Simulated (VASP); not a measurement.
# Ni3Ge (P4mm) in VASP: notebook

Runs on Ni3Ge. Level: PBEsol. Tasks: single point.

All numbers are computed with VASP 6.6.1; they aren't measurements. Logs are shortened: lines on timing, memory, paths and dates and some standing lists are left out, and cuts for length are marked.

## 1. The cell of the first run

Symmetry: P4mm, No. 99, tetragonal system. The conventional cell has a = 3.525 Å, b = 3.525 Å, c = 3.525 Å, α = 90.00°, β = 90.00°, γ = 90.00°. Within 3.2 Å of Ni (site symmetry 2mm) lie 8 Ni at 2.40 to 2.59 Å and 4 Ge at 2.43 to 2.55 Å. Ni (site symmetry 4mm) has 8 Ni at 2.40 to 2.59 Å and 4 Ge at 2.49 Å within 3.2 Å. Within 3.2 Å of Ge (site symmetry 4mm) lie 12 Ni at 2.43 to 2.55 Å.

## 2. Single point, PBEsol (atoms displaced along a vibrational mode)

File INCAR:

```
SYSTEM = Ni3Ge
PREC = Accurate
ENCUT = 520
EDIFF = 1E-7
ISMEAR = 0
SIGMA = 0.15
LREAL = .FALSE.
LASPH = .TRUE.
NELM = 60
ALGO = Fast
ISIF = 2
LWAVE = .FALSE.
LCHARG = .FALSE.
GGA = PS
NBANDS = 54
```

File KPOINTS:

```
regular mesh
0
G
  12 12 12
  0 0 0
```

File POSCAR:

```
Ni3Ge
1.0
   -3.5249142746      0.0000000000     -3.5249142746
    0.0000000000     -3.5249142746     -3.5249142746
   -3.5249142746     -3.5249142746      0.0000000000
Ni Ge
6 2
Direct
    0.4921919742     -0.0078080258      0.0078080258
   -0.0078080258      0.4921919742      0.5078080258
    0.4921919742     -0.0078080258      0.5078080258
   -0.0078080258      0.4921919742      0.0078080258
    0.0106385566      0.0106385566      0.4893614434
    0.5106385566      0.5106385566     -0.0106385566
    0.0040223890      0.0040223890     -0.0040223890
    0.5040223890      0.5040223890      0.4959776110
```

Potentials or basis: VASP PAW PBE potentials, release 64 (Ni, Ge_d).

Run with:

```sh
$ cat potpaw_PBE.64/Ni/POTCAR potpaw_PBE.64/Ge_d/POTCAR > POTCAR
$ mpirun -np 1 vasp_std > vasp.out
```

OUTCAR:

```text
SYSTEM = Ni3Ge
   PREC = Accurate
   ENCUT = 520
   EDIFF = 1E-7
   ISMEAR = 0
   LREAL = .FALSE.
   LASPH = .TRUE.
   NELM = 60
   ISIF = 2
   GGA = PS

 ion  position               nearest neighbor table
   1  0.492  0.992  0.008-   5 2.40   6 2.40   7 2.43   8 2.43   3 2.49   3 2.49   4 2.49   4 2.49
                             7 2.55   8 2.55   6 2.59   5 2.59
   2  0.992  0.492  0.508-   5 2.40   6 2.40   7 2.43   8 2.43   4 2.49   4 2.49   3 2.49   3 2.49
                             8 2.55   7 2.55   5 2.59   6 2.59
   3  0.492  0.992  0.508-   5 2.40   6 2.40   7 2.43   8 2.43   1 2.49   1 2.49   2 2.49   2 2.49
                             7 2.55   8 2.55   5 2.59   6 2.59
   4  0.992  0.492  0.008-   5 2.40   6 2.40   7 2.43   8 2.43   2 2.49   2 2.49   1 2.49   1 2.49
                             8 2.55   7 2.55   6 2.59   5 2.59
   5  0.011  0.011  0.489-   1 2.40   2 2.40   3 2.40   4 2.40   7 2.49   7 2.49   8 2.49   8 2.49
                             4 2.59   1 2.59   3 2.59   2 2.59
   6  0.511  0.511  0.989-   1 2.40   2 2.40   3 2.40   4 2.40   8 2.49   8 2.49   7 2.49   7 2.49
                             3 2.59   2 2.59   4 2.59   1 2.59
   7  0.004  0.004  0.996-   1 2.43   2 2.43   3 2.43   4 2.43   6 2.49   6 2.49   5 2.49   5 2.49
                             2 2.55   4 2.55   3 2.55   1 2.55
   8  0.504  0.504  0.496-   1 2.43   2 2.43   3 2.43   4 2.43   5 2.49   5 2.49   6 2.49   6 2.49
                             1 2.55   3 2.55   4 2.55   2 2.55

  LATTYP: Found a face centered cubic cell.
 ALAT       =     7.0498285492

  Lattice vectors:

 A1 = (  -3.5249142746,   0.0000000000,  -3.5249142746)
 A2 = (   0.0000000000,  -3.5249142746,  -3.5249142746)
 A3 = (  -3.5249142746,  -3.5249142746,   0.0000000000)

Analysis of symmetry for initial positions (statically):
=====================================================================
 Subroutine PRICEL returns following result:

  LATTYP: Found a simple cubic cell.
 ALAT       =     3.5249142746

  Lattice vectors:

 A1 = (   0.0000000000,   3.5249142746,   0.0000000000)
 A2 = (   0.0000000000,   0.0000000000,  -3.5249142746)
 A3 = (  -3.5249142746,   0.0000000000,   0.0000000000)

   2 primitive cells build up your supercell.

 Routine SETGRP: Setting up the symmetry group for a
 face centered cubic supercell.

 Subroutine GETGRP returns: Found  8 space group operations
 (whereof  8 operations were pure point group operations)
 out of a pool of 48 trial point group operations.

The static configuration has the point symmetry C_4v.

Analysis of symmetry for dynamics (positions and initial velocities):
=====================================================================
 Subroutine PRICEL returns following result:

  LATTYP: Found a simple cubic cell.
 ALAT       =     3.5249142746

  Lattice vectors:

 A1 = (   0.0000000000,   3.5249142746,   0.0000000000)
 A2 = (   0.0000000000,   0.0000000000,  -3.5249142746)
 A3 = (  -3.5249142746,   0.0000000000,   0.0000000000)

   2 primitive cells build up your supercell.

 Routine SETGRP: Setting up the symmetry group for a
 face centered cubic supercell.

 Subroutine GETGRP returns: Found  8 space group operations
 (whereof  8 operations were pure point group operations)
 out of a pool of 48 trial point group operations.

The dynamic configuration has the point symmetry C_4v.

 Subroutine INISYM returns: Found  8 space group operations
 (whereof  8 operations are pure point group operations),
 and found     2 'primitive' translations

----------------------------------------------------------------------------------------

                                     Primitive cell

  volume of cell :      43.7971

  direct lattice vectors                    reciprocal lattice vectors
     0.000000000  3.524914275  0.000000000     0.000000000  0.283694843  0.000000000
     0.000000000  0.000000000 -3.524914275     0.000000000  0.000000000 -0.283694843
    -3.524914275  0.000000000  0.000000000    -0.283694843  0.000000000  0.000000000

  length of vectors
     3.524914275  3.524914275  3.524914275     0.283694843  0.283694843  0.283694843

  position of ions in fractional coordinates (direct lattice)
     0.000000000  0.484383948  0.500000000
     0.500000000  0.484383948  1.000000000
     0.500000000  0.021277113  0.500000000
     0.000000000  0.008044778  1.000000000

  ion indices of the primitive-cell ions
   primitive index   ion index
                 1           1
                 2           3
                 3           6
                 4           7

----------------------------------------------------------------------------------------

 KPOINTS: regular mesh

Automatic generation of k-mesh.
 Grid dimensions read from file:
 generate k-points for:   12   12   12

 Generating k-lattice:

  Cartesian coordinates                     Fractional coordinates (reciprocal lattice)
    -0.011820618  0.011820618 -0.011820618     0.083333333  0.000000000  0.000000000
     0.011820618 -0.011820618 -0.011820618     0.000000000  0.083333333  0.000000000
    -0.011820618 -0.011820618  0.011820618     0.000000000  0.000000000  0.083333333

  Length of vectors
     0.020473912  0.020473912  0.020473912

  Shift w.r.t. Gamma in fractional coordinates (k-lattice)
     0.000000000  0.000000000  0.000000000

 Subroutine IBZKPT returns following result:
 ===========================================

 Found    163 irreducible k-points:

 Following reciprocal coordinates:
            Coordinates               Weight
  0.000000  0.000000  0.000000      1.000000
  0.083333  0.000000  0.000000      8.000000
  0.166667  0.000000  0.000000      8.000000
  0.250000  0.000000  0.000000      8.000000
  0.333333  0.000000  0.000000      8.000000
  0.416667  0.000000  0.000000      8.000000
[... 16 lines left out ...]
  0.000000 -0.333333  0.083333     16.000000
 -0.250000  0.083333  0.000000      8.000000
 [... further k-points ...]
   k-points           NKPTS =    163   k-points in BZ     NKDIM =    163   number of bands    NBANDS=     54
   number of dos      NEDOS =    301   number of ions     NIONS =      8
   total plane-waves  NPLWV =  64000
   dimension x,y,z NGX =    40 NGY =   40 NGZ =   40
   dimension x,y,z NGXF=    80 NGYF=   80 NGZF=   80
   ions per type =               6   2
   NGX,Y,Z   is equivalent  to a cutoff of  13.34, 13.34, 13.34 a.u.
   NGXF,Y,Z  is equivalent  to a cutoff of  26.68, 26.68, 26.68 a.u.
 SYSTEM =  Ni3Ge
   PREC   = accura    normal or accurate (medium, high low for compatibility)
   ISTART =      0    job   : 0-new  1-cont  2-samecut
   ICHARG =      2    charge: 1-file 2-atom 10-const
   ISPIN  =      1    spin polarized calculation?
   LNONCOLLINEAR =      F non collinear calculations
   LSORBIT =      F    spin-orbit coupling
   LASPH  =      T    aspherical Exc in radial PAW
   ENCUT  =  520.0 eV  38.22 Ry    6.18 a.u.   9.27  9.27  9.27*2*pi/ulx,y,z
   NELM   =     60;   NELMIN=  2; NELMDL= -5     # of ELM steps
   EDIFF  = 0.1E-06   stopping-criterion for ELM
   LREAL  =      F    real-space projection
   EDIFFG = 0.1E-05   stopping-criterion for IOM
   NSW    =      0    number of steps for IOM
   IBRION =     -1    ionic relax: 0-MD 1-quasi-New 2-CG
   NFREE  =      0    steps in history (QN), initial steepest desc. (CG)
   ISIF   =      2    stress and relaxation
   ISYM   =      2    0-nonsym 1-usesym 2-fastsym
   POTIM  = 0.5000    time-step for ionic-motion
   TEBEG  =    0.0;   TEEND  =   0.0 temperature during run
   PSTRESS=    0.0 pullay stress
   NELECT =      88.0000    total number of electrons
   NUPDOWN=      -1.0000    fix difference up-down
   EMIN   =  10.00;   EMAX   =-10.00  energy-range for DOS
   EFERMI =   0.00;   METHOD = LEGACY
   ISMEAR =     0;   SIGMA  =   0.15  broadening in eV -4-tet -1-fermi 0-gaus
   EFERMI_NEDOS =   21; number of points for ismear=-14 and -15
   IALGO  =     68    algorithm
   IMIX   =      4    mixing-type and parameters
     AMIX     =   0.40;   BMIX     =  1.00
     AMIX_MAG =   1.60;   BMIX_MAG =  1.00
  volume/ion in A,a.u.               =      10.95        73.89
  Fermi-wavevector in a.u.,A,eV,Ry     =   1.639622  3.098437 36.577378  2.688361
  Thomas-Fermi vector in A             =   2.730397
   LORBIT       =      0    0 simple, 1 ext, 2 COOP (PROOUT), +10 PAW based schemes
   GGA     = PS    functional components
   LHFCALC =     F    Hartree Fock is set to
   AEXX    =    0.0000 exact exchange contribution
   IVDW    =     0    specifies the selected vdW correction
   LEPSILON=     F    determine dielectric tensor
   LRPA    =     F    only Hartree local field effects (RPA)
 non-spin polarized calculation
 RMM-DIIS sequential band-by-band and
 Gauss-broadening in eV      SIGMA  =   0.15
  energy-cutoff  :      520.00
  volume of cell :       87.59
 maximum number of plane-waves:      2397
 NGX is ok and might be reduce to    40
   NGX = 19   NGY = 19   NGZ = 19

 number of electron      88.0000003 magnetization

 Free energy of the ion-electron system (eV)
  ---------------------------------------------------
  ext. energy  EPLUGINS =         0.00000000
  ---------------------------------------------------
  free energy    TOTEN  =       -49.25811383 eV

  energy without entropy =      -49.21490319  energy(sigma->0) =      -49.23650851

 E-fermi :  10.2794     XC(G=0): -13.6716

 val. band max:       10.2755730269   @ k =   0.0000   0.2500   0.2500
 cond. band min:      10.2804614043   @ k =   0.0000   0.0000   0.0000
 fundamental gap:      0.0048883774
 Fermi energy:        10.2794356093

 k-point     1 :       0.0000    0.0000    0.0000
  band No.  band energies     occupation
      1     -14.3209      2.00000
      2     -14.3204      2.00000
      3     -14.3197      2.00000
      4     -14.3197      2.00000
      5     -14.3183      2.00000
      6     -14.3063      2.00000
[... 46 lines left out ...]
     53      14.4946      0.00000
     54      17.1541      0.00000
[... 1309 lines left out ...]
     53      17.4388      0.00000
     54      17.6308      0.00000

 [... further k-points ...]

------------------------ aborting loop because EDIFF is reached ----------------------------------------

  FORCE on cell =-STRESS in cart. coord.  units (eV):
  Direction    XX          YY          ZZ          XY          YZ          ZX
  --------------------------------------------------------------------------------------
  -------------------------------------------------------------------------------------
  Total        1.0442722      1.0442722      1.0524368      0.0000000      0.0000000      0.0000000
  in kB       19.1006703     19.1006703     19.2500094      0.0000000      0.0000000      0.0000000
  external PRESSURE =      19.1504500 kB  Pullay stress =       0.0000000 kB

 VOLUME and BASIS-vectors are now :
 -----------------------------------------------------------------------------
  energy-cutoff  :      520.00
  volume of cell :       87.59
      direct lattice vectors                 reciprocal lattice vectors
    -3.524914275  0.000000000 -3.524914275    -0.141847421  0.141847421 -0.141847421
     0.000000000 -3.524914275 -3.524914275     0.141847421 -0.141847421 -0.141847421
    -3.524914275 -3.524914275  0.000000000    -0.141847421 -0.141847421  0.141847421

 POSITION                                       TOTAL-FORCE (eV/Angst)
 -----------------------------------------------------------------------------------
     -1.76246     -3.52491     -5.23233         0.000000      0.000000     -1.065503
     -5.28737     -3.52491     -5.23233         0.000000      0.000000     -1.065503
     -3.52491     -5.28737     -5.23233         0.000000      0.000000     -1.065503
     -3.52491     -1.76246     -5.23233         0.000000      0.000000     -1.065503
     -1.76246     -1.76246     -0.07500         0.000000      0.000000      1.441995
     -5.28737     -5.28737     -3.59991         0.000000      0.000000      1.441995
     -3.52491     -3.52491     -0.02836         0.000000      0.000000      0.689011
     -3.52491     -3.52491     -3.55327         0.000000      0.000000      0.689011
 -----------------------------------------------------------------------------------
    total drift:                                0.000001      0.000001      0.000447

  FREE ENERGIE OF THE ION-ELECTRON SYSTEM (eV)
  ---------------------------------------------------
  free  energy   TOTEN  =       -49.2581138332 eV

  energy  without entropy=      -49.2149031937  energy(sigma->0) =      -49.23650851
```

Wall time 44 min (1 thread of Intel Xeon 8259CL, shared host); peak memory 0.68 GiB.

What came out:

* Free energy: -49.2581 eV
* Pressure: 1.9 GPa
* Largest force: 1.442 eV/Å
* Band gap on the k mesh: zero (bands 44 and 45 overlap by 0.20 eV)

Forces in eV/Å, atoms in the order of the input:
```
Ni   0.000  0.000 -1.066
Ni   0.000  0.000 -1.066
Ni   0.000  0.000 -1.066
Ni   0.000  0.000 -1.066
Ni   0.000  0.000  1.442
Ni   0.000  0.000  1.442
Ge   0.000  0.000  0.689
Ge   0.000  0.000  0.689
```

Caveat: the cell differs from its parent crystal (atoms displaced along a vibrational mode); the PAW data sets were made with another functional, which shifts forces and pressure a little. Spin polarisation is off, so any magnetic state and its effect on volume and gap are missing.

## 3. Single point, PBEsol (atoms displaced along a vibrational mode)

File INCAR:

```
  PREC = Accurate
  ENCUT = 520
  EDIFF = 1E-6
  ISMEAR = 0
  SIGMA = 0.15
  LREAL = False
  LASPH = True
  NELM = 80
  ALGO = Fast
  ISIF = 2
  LWAVE = False
  LCHARG = True
  GGA = PS
  LELF = True
  LVHAR = True
  NBANDS = 54
```

File KPOINTS:

```
Automatic mesh
0
Gamma
  12 12 12
```

File POSCAR:

```
Ni3Ge
1.0
   -3.5249142746      0.0000000000     -3.5249142746
    0.0000000000     -3.5249142746     -3.5249142746
   -3.5249142746     -3.5249142746      0.0000000000
Ni Ge
6 2
Direct
    0.5104107011      0.0104107011     -0.0104107011
    0.0104107011      0.5104107011      0.4895892989
    0.5104107011      0.0104107011      0.4895892989
    0.0104107011      0.5104107011     -0.0104107011
   -0.0141847421     -0.0141847421      0.5141847421
    0.4858152579      0.4858152579      0.0141847421
   -0.0053631853     -0.0053631853      0.0053631853
    0.4946368147      0.4946368147      0.5053631853
```

Potentials or basis: VASP PAW PBE potentials, release 64 (Ni, Ge_d).

Run with:

```sh
$ cat potpaw_PBE.64/Ni/POTCAR potpaw_PBE.64/Ge_d/POTCAR > POTCAR
$ mpirun -np 1 vasp_std > vasp.out
```

Wall time 27 min (1 thread of Intel Xeon 8259CL, shared host); peak memory 0.68 GiB.

Results (log left out):

```
Free energy            : -49.0670 eV
Pressure               : 3.2 GPa
Largest force          : 1.935 eV/Å
Band gap on the k mesh : zero (bands 44 and 45 overlap by 0.19 eV)
```

Forces on the atoms (eV/Å):
```
Ni   0.000  0.000  1.430
Ni   0.000  0.000  1.430
Ni   0.000  0.000  1.430
Ni   0.000  0.000  1.430
Ni   0.000  0.000 -1.935
Ni   0.000  0.000 -1.935
Ge   0.000  0.000 -0.924
Ge   0.000  0.000 -0.924
```

Levels at points of the mesh, in eV from the Fermi level:
```tsv
k point	band 42	band 43	band 44	band 45	band 46	band 47
(0.00, 0.00, 0.00)	-0.29	-0.23	-0.23	-0.18	-0.01	0.00
(0.50, 0.00, 0.00)	-0.30	-0.16	-0.16	0.71	0.71	0.76
(0.50, 0.50, 0.00)	-0.78	-0.58	-0.01	0.61	0.61	3.54
(0.00, 0.50, 0.50)	-0.93	-0.57	0.00	0.62	0.63	3.60
```

Caveat: the cell differs from its parent crystal (atoms displaced along a vibrational mode); the cell stands under pressure; the PAW data sets were made with another functional, which shifts forces and pressure a little. Spin polarisation is off, so any magnetic state and its effect on volume and gap are missing.
